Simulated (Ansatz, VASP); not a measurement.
One calculation of CdS, two programs

File INCAR:

```
  PREC = Accurate
  ENCUT = 520
  EDIFF = 1E-6
  ISMEAR = -1
  SIGMA = 0.05
  LREAL = F
  LASPH = T
  NELM = 60
  ALGO = Normal
  ISIF = 2
  LWAVE = F
  LCHARG = T
  GGA = PE
  LELF = T
  LVHAR = T
  NBANDS = 16
```

Contents of KPOINTS:

```
Automatic mesh
0
Gamma
  14 14 14
```

Contents of POSCAR:

```
CdS
1.0
    2.7940474238      0.0000000000      0.0000000000
    0.0000000000      2.7940474238      0.0000000000
    0.0000000000      0.0000000000      2.7940474238
Cd S
1 1
Direct
    0.0000000000      0.0000000000      0.0000000000
    0.5000000000      0.5000000000      0.5000000000
```

Input for Ansatz:

```yaml
crystal:
  lattice:
    - [2.7940474238, 0.0, 0.0]
    - [0.0, 2.7940474238, 0.0]
    - [0.0, 0.0, 2.7940474238]
  atoms:
    - { symbol: Cd, position: [0.0, 0.0, 0.0] }
    - { symbol: S, position: [0.5, 0.5, 0.5] }
kpoints:
  mp_grid: { grid: [14, 14, 14] }
  band_path:
    path:
      - [0.0, 0.0, 0.0]
      - [0.0, 0.5, 0.0]
      - [0.5, 0.5, 0.0]
      - [0.0, 0.0, 0.0]
      - [0.5, 0.5, 0.5]
      - [0.0, 0.5, 0.0]
      - [0.5, 0.5, 0.5]
      - [0.5, 0.5, 0.0]
    npoints: 8
scf:
  occupations: { method: fermi_dirac, width: 0.05 }
hamiltonian:
  xc: pbe
  pseudopotentials: { kind: all_electron, lapw: { basis_error: 0.001 } }
output:
  forces: true
  stress: true
  eigenvalues: true
  populations: true
  dos: { projected: true, de: 0.2, e_range: [-14, 8] }
```

Change from the starting cell: volume scaled by 0.55, LAPW.

Alike in both runs: task single point; functional PBE; k mesh 14 × 14 × 14; occupations fermi-dirac, width 0.05 eV; no spin polarisation.

|  | VASP | Ansatz |
| --- | --- | --- |
| version | VASP 6.6.1 | Ansatz 0.2.0 |
| potentials or method | VASP PAW PBE potentials, release 64 (Cd, S), cutoff 520 eV | all-electron LAPW, scalar-relativistic |

```tsv
	VASP	Ansatz	Ansatz less VASP
pressure (GPa)	172.7	166.7	-5.94
```

Both programs put the cell under a high pressure, so it lies far from rest at this level. Ansatz ran all-electron here, and VASP with PAW potentials.

Noted on VASP's run: the cell as given lies far from equilibrium.
